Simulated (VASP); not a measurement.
# SnO (P1) in VASP: single point with PBEsol

Aim: the single point of SnO with PBEsol.

Program: VASP 6.6.1. These are calculated values, not measurements. Logs are shortened: lines on timing, memory, paths and dates and some standing lists are left out, and cuts for length are marked.

## Step 1: The cell of the first run

The typed cell holds 4 atoms: a = 3.819 Å, b = 3.764 Å, c = 4.802 Å, α = 81.78°, β = 82.22°, γ = 88.52°.

## Step 2: Single point, PBEsol (atoms moved at random and the cell strained at random)

Input file INCAR:

```
SYSTEM = SnO
PREC     = Accurate       ! precision mode
ENCUT    = 520            ! plane-wave cutoff, eV
EDIFF    = 1E-6           ! SCF threshold, eV
ISMEAR   = 0              ! smearing method
SIGMA    = 0.15           ! smearing width, eV
LREAL    = .FALSE.        ! projectors in reciprocal space
LASPH    = .TRUE.         ! aspherical terms in the spheres
NELM     = 100            ! most SCF steps
ALGO     = Normal         ! electronic algorithm
ISIF     = 2              ! what is computed and relaxed
LWAVE    = .FALSE.        ! write WAVECAR
LCHARG   = .FALSE.        ! write CHGCAR
GGA      = PS             ! functional
NBANDS   = 28             ! bands
```

Input file KPOINTS:

```
regular mesh
0
G
  12 12 10
  0 0 0
```

Input file POSCAR:

```
SnO
1.0
    3.8104371461      0.0401141422      0.2563588139
    0.0401141422      3.7546371904      0.2690982634
    0.3260787018      0.3422827990      4.7790994450
Sn O
2 2
Direct
    0.0099508547      0.5006284535      0.2416253841
    0.5089532609     -0.0043671963      0.7632063211
   -0.0099958339      0.0058167161      0.0014349817
    0.4910917184      0.4979220267     -0.0062666868
```

Potentials or basis: VASP PAW PBE potentials, release 64 (Sn_d, O).

Run with:

```bash
$ cat potpaw_PBE.64/Sn_d/POTCAR potpaw_PBE.64/O/POTCAR > POTCAR
$ mpirun -np 1 vasp_std > vasp.out
```

OUTCAR:

```text
SYSTEM = SnO
   PREC = Accurate
   ENCUT = 520
   EDIFF = 1E-6
   ISMEAR = 0
   LREAL = .FALSE.
   LASPH = .TRUE.
   NELM = 100
   ISIF = 2
   GGA = PS

 ion  position               nearest neighbor table
   1  0.010  0.501  0.242-   4 2.05   3 2.08   3 2.33   4 2.45   2 3.19   2 3.33   2 3.49   2 3.52
                             2 3.64   2 3.64
   2  0.509  0.996  0.763-   4 2.03   3 2.15   3 2.30   4 2.32   1 3.19   1 3.33   1 3.49   1 3.52
                             1 3.64   1 3.64
   3  0.990  0.006  0.001-   1 2.08   2 2.15   2 2.30   1 2.33
   4  0.491  0.498  0.994-   2 2.03   1 2.05   2 2.32   1 2.45

  LATTYP: Found a triclinic cell.
 ALAT       =     3.7644818304
 B/A-ratio  =     1.4059698102
 C/A-ratio  =     1.2757197997
 COS(alpha) =     0.0040474598
 COS(beta)  =     0.1429463584
 COS(gamma) =     0.6925596056

  Lattice vectors:

 A1 = (   0.0401141422,   3.7546371904,   0.2690982634)
 A2 = (  -3.7703230039,   3.7145230482,   0.0127394495)
 A3 = (   0.3260787018,   0.3422827990,   4.7790994450)

Analysis of symmetry for initial positions (statically):
=====================================================================
 Subroutine PRICEL returns:
 Original cell was already a primitive cell.

 Routine SETGRP: Setting up the symmetry group for a
 triclinic supercell.

 Subroutine GETGRP returns: Found  1 space group operations
 (whereof  1 operations were pure point group operations)
 out of a pool of  2 trial point group operations.

The static configuration has the point symmetry C_1 .

Analysis of symmetry for dynamics (positions and initial velocities):
=====================================================================
 Subroutine PRICEL returns:
 Original cell was already a primitive cell.

 Routine SETGRP: Setting up the symmetry group for a
 triclinic supercell.

 Subroutine GETGRP returns: Found  1 space group operations
 (whereof  1 operations were pure point group operations)
 out of a pool of  2 trial point group operations.

The dynamic configuration has the point symmetry C_1 .

 Subroutine INISYM returns: Found  1 space group operations
 (whereof  1 operations are pure point group operations),
 and found     1 'primitive' translations

----------------------------------------------------------------------------------------

                                     Primitive cell

  volume of cell :      67.7082

  direct lattice vectors                    reciprocal lattice vectors
     3.810437146  0.040114142  0.256358814     0.263656131 -0.001535446 -0.017879329
     0.040114142  3.754637190  0.269098263    -0.001535446  0.267720457 -0.019069582
     0.326078702  0.342282799  4.779099445    -0.014056495 -0.014992257  0.211277277

  length of vectors
     3.819261739  3.764481830  4.802424007     0.264266123  0.268403148  0.212274446

  position of ions in fractional coordinates (direct lattice)
     0.009950855  0.500628453  0.241625384
     0.508953261  0.995632804  0.763206321
     0.990004166  0.005816716  0.001434982
     0.491091718  0.497922027  0.993733313

  ion indices of the primitive-cell ions
   primitive index   ion index
                 1           1
                 2           2
                 3           3
                 4           4

----------------------------------------------------------------------------------------

 KPOINTS: regular mesh

Automatic generation of k-mesh.
 Grid dimensions read from file:
 generate k-points for:   12   12   10

 Generating k-lattice:

  Cartesian coordinates                     Fractional coordinates (reciprocal lattice)
     0.021971344 -0.000127954 -0.001489944     0.083333333  0.000000000  0.000000000
    -0.000127954  0.022310038 -0.001589132    -0.000000000  0.083333333 -0.000000000
    -0.001405649 -0.001499226  0.021127728     0.000000000 -0.000000000  0.100000000

  Length of vectors
     0.022022177  0.022366929  0.021227445

  Shift w.r.t. Gamma in fractional coordinates (k-lattice)
     0.000000000  0.000000000  0.000000000

 Subroutine IBZKPT returns following result:
 ===========================================

 Found    724 irreducible k-points:

 Following reciprocal coordinates:
            Coordinates               Weight
  0.000000  0.000000  0.000000      1.000000
  0.083333  0.000000  0.000000      2.000000
  0.166667  0.000000 -0.000000      2.000000
  0.250000  0.000000 -0.000000      2.000000
  0.333333  0.000000 -0.000000      2.000000
  0.416667  0.000000  0.000000      2.000000
[... 16 lines left out ...]
  0.250000  0.166667  0.000000      2.000000
  0.333333  0.166667  0.000000      2.000000
 [... further k-points ...]
   k-points           NKPTS =    724   k-points in BZ     NKDIM =    724   number of bands    NBANDS=     28
   number of dos      NEDOS =    301   number of ions     NIONS =      4
   total plane-waves  NPLWV =  28224
   dimension x,y,z NGX =    28 NGY =   28 NGZ =   36
   dimension x,y,z NGXF=    56 NGYF=   56 NGZF=   72
   ions per type =               2   2
   NGX,Y,Z   is equivalent  to a cutoff of  12.19, 12.37, 12.46 a.u.
   NGXF,Y,Z  is equivalent  to a cutoff of  24.38, 24.73, 24.92 a.u.
 SYSTEM =  SnO
   PREC   = accura    normal or accurate (medium, high low for compatibility)
   ISTART =      0    job   : 0-new  1-cont  2-samecut
   ICHARG =      2    charge: 1-file 2-atom 10-const
   ISPIN  =      1    spin polarized calculation?
   LNONCOLLINEAR =      F non collinear calculations
   LSORBIT =      F    spin-orbit coupling
   LASPH  =      T    aspherical Exc in radial PAW
   ENCUT  =  520.0 eV  38.22 Ry    6.18 a.u.   7.10  7.00  8.93*2*pi/ulx,y,z
   NELM   =    100;   NELMIN=  2; NELMDL= -5     # of ELM steps
   EDIFF  = 0.1E-05   stopping-criterion for ELM
   LREAL  =      F    real-space projection
   EDIFFG = 0.1E-04   stopping-criterion for IOM
   NSW    =      0    number of steps for IOM
   IBRION =     -1    ionic relax: 0-MD 1-quasi-New 2-CG
   NFREE  =      0    steps in history (QN), initial steepest desc. (CG)
   ISIF   =      2    stress and relaxation
   ISYM   =      2    0-nonsym 1-usesym 2-fastsym
   POTIM  = 0.5000    time-step for ionic-motion
   TEBEG  =    0.0;   TEEND  =   0.0 temperature during run
   PSTRESS=    0.0 pullay stress
   NELECT =      40.0000    total number of electrons
   NUPDOWN=      -1.0000    fix difference up-down
   EMIN   =  10.00;   EMAX   =-10.00  energy-range for DOS
   EFERMI =   0.00;   METHOD = LEGACY
   ISMEAR =     0;   SIGMA  =   0.15  broadening in eV -4-tet -1-fermi 0-gaus
   EFERMI_NEDOS =   21; number of points for ismear=-14 and -15
   IALGO  =     38    algorithm
   IMIX   =      4    mixing-type and parameters
     AMIX     =   0.40;   BMIX     =  1.00
     AMIX_MAG =   1.60;   BMIX_MAG =  1.00
  volume/ion in A,a.u.               =      16.93       114.23
  Fermi-wavevector in a.u.,A,eV,Ry     =   1.373666  2.595852 25.673622  1.886958
  Thomas-Fermi vector in A             =   2.499162
   LORBIT       =      0    0 simple, 1 ext, 2 COOP (PROOUT), +10 PAW based schemes
   GGA     = PS    functional components
   LHFCALC =     F    Hartree Fock is set to
   AEXX    =    0.0000 exact exchange contribution
   IVDW    =     0    specifies the selected vdW correction
   LEPSILON=     F    determine dielectric tensor
   LRPA    =     F    only Hartree local field effects (RPA)
 non-spin polarized calculation
 Gauss-broadening in eV      SIGMA  =   0.15
  energy-cutoff  :      520.00
  volume of cell :       67.71
 maximum number of plane-waves:      1841
   NGX = 15   NGY = 13   NGZ = 17

 number of electron      40.0000003 magnetization

 Free energy of the ion-electron system (eV)
  ---------------------------------------------------
  ext. energy  EPLUGINS =         0.00000000
  ---------------------------------------------------
  free energy    TOTEN  =       -23.64862061 eV

  energy without entropy =      -23.64512832  energy(sigma->0) =      -23.64687446

 E-fermi :   7.6090     XC(G=0): -10.6451

 val. band max:        7.5916361225   @ k =   0.0000   0.0833   0.0000
 cond. band min:       7.6159588184   @ k =  -0.4167   0.5000   0.1000
 fundamental gap:      0.0243226959
 Fermi energy:         7.6089824221

 k-point     1 :       0.0000    0.0000    0.0000
  band No.  band energies     occupation
      1     -14.7498      2.00000
      2     -14.2934      2.00000
      3     -14.1085      2.00000
      4     -14.0618      2.00000
      5     -14.0474      2.00000
      6     -14.0361      2.00000
[... 20 lines left out ...]
     27      15.4701      0.00000
     28      15.9427      0.00000

 k-point     2 :       0.0833    0.0000    0.0000
  band No.  band energies     occupation
      1     -14.7477      2.00000
      2     -14.3022      2.00000
      3     -14.1054      2.00000
      4     -14.0630      2.00000
      5     -14.0487      2.00000
      6     -14.0338      2.00000
[... 20 lines left out ...]
     27      15.6527      0.00000
     28      15.9797      0.00000

 k-point     3 :       0.1667    0.0000   -0.0000
  band No.  band energies     occupation
      1     -14.7420      2.00000
      2     -14.3298      2.00000
      3     -14.0973      2.00000
      4     -14.0675      2.00000
      5     -14.0509      2.00000
      6     -14.0278      2.00000
[... 20 lines left out ...]
     27      15.8779      0.00000
     28      16.5929      0.00000

 k-point     4 :       0.2500    0.0000   -0.0000
  band No.  band energies     occupation
      1     -14.7339      2.00000
      2     -14.3733      2.00000
      3     -14.0868      2.00000
      4     -14.0697      2.00000
      5     -14.0522      2.00000
      6     -14.0250      2.00000
[... 578 lines left out ...]
     27      15.8207      0.00000
     28      17.1461      0.00000

 k-point    23 :       0.2500    0.1667    0.0000
  band No.  band energies     occupation
      1     -14.7197      2.00000
      2     -14.4117      2.00000
      3     -14.0926      2.00000
      4     -14.0648      2.00000
      5     -14.0507      2.00000
      6     -14.0246      2.00000
[... 20 lines left out ...]
     27      15.9694      0.00000
     28      16.6255      0.00000

 k-point    24 :       0.3333    0.1667    0.0000
  band No.  band energies     occupation
      1     -14.7155      2.00000
      2     -14.4592      2.00000
      3     -14.0825      2.00000
      4     -14.0614      2.00000
      5     -14.0458      2.00000
      6     -14.0227      2.00000
[... 20 lines left out ...]
     27      15.7508      0.00000
     28      16.4955      0.00000

 [... further k-points ...]

------------------------ aborting loop because EDIFF is reached ----------------------------------------

  FORCE on cell =-STRESS in cart. coord.  units (eV):
  Direction    XX          YY          ZZ          XY          YZ          ZX
  --------------------------------------------------------------------------------------
  -------------------------------------------------------------------------------------
  Total        2.6951228      3.7879456      2.6850046     -0.1908955     -3.9532331     -3.3686571
  in kB       63.7746374     89.6340812     63.5352099     -4.5171560    -93.5452765    -79.7124670
  external PRESSURE =      72.3146428 kB  Pullay stress =       0.0000000 kB

 VOLUME and BASIS-vectors are now :
 -----------------------------------------------------------------------------
  energy-cutoff  :      520.00
  volume of cell :       67.71
      direct lattice vectors                 reciprocal lattice vectors
     3.810437146  0.040114142  0.256358814     0.263656131 -0.001535446 -0.017879329
     0.040114142  3.754637190  0.269098263    -0.001535446  0.267720457 -0.019069582
     0.326078702  0.342282799  4.779099445    -0.014056495 -0.014992257  0.211277277

 POSITION                                       TOTAL-FORCE (eV/Angst)
 -----------------------------------------------------------------------------------
      0.13679      1.96278      1.29202        -1.142212     -0.973637      1.162307
      2.22814      4.01989      4.04584         0.546963      1.401701     -1.262272
      3.77305      0.06204      0.26222        -0.262253      0.491736     -0.189258
      2.21528      2.22935      5.00904         0.857503     -0.919799      0.289224
 -----------------------------------------------------------------------------------
    total drift:                                0.000400      0.000302      0.000059

  FREE ENERGIE OF THE ION-ELECTRON SYSTEM (eV)
  ---------------------------------------------------
  free  energy   TOTEN  =       -23.6486206095 eV

  energy  without entropy=      -23.6451283159  energy(sigma->0) =      -23.64687446
```

Run time: 13 min. Hardware: 1 thread of Intel Xeon Platinum 8488C (Sapphire Rapids), shared host; peak memory 1 GiB.

Results:

- Free energy: -23.6486 eV
- Pressure: 7.2 GPa
- Largest force: 1.964 eV/Å
- Band gap on the k mesh: zero (bands 20 and 21 overlap by 0.24 eV)

Forces on the atoms (eV/Å):
```
Sn  -1.142 -0.974  1.162
Sn   0.547  1.402 -1.262
O   -0.262  0.492 -0.189
O    0.858 -0.920  0.289
```

Caveat: the cell differs from its parent crystal (atoms moved at random and the cell strained at random); the cell stands under pressure; semilocal functionals underestimate gaps, so a narrow gap can read as zero; the PAW data sets were made with another functional, which shifts forces and pressure a little; spin-orbit coupling is left out, which moves the levels of the heavy elements.
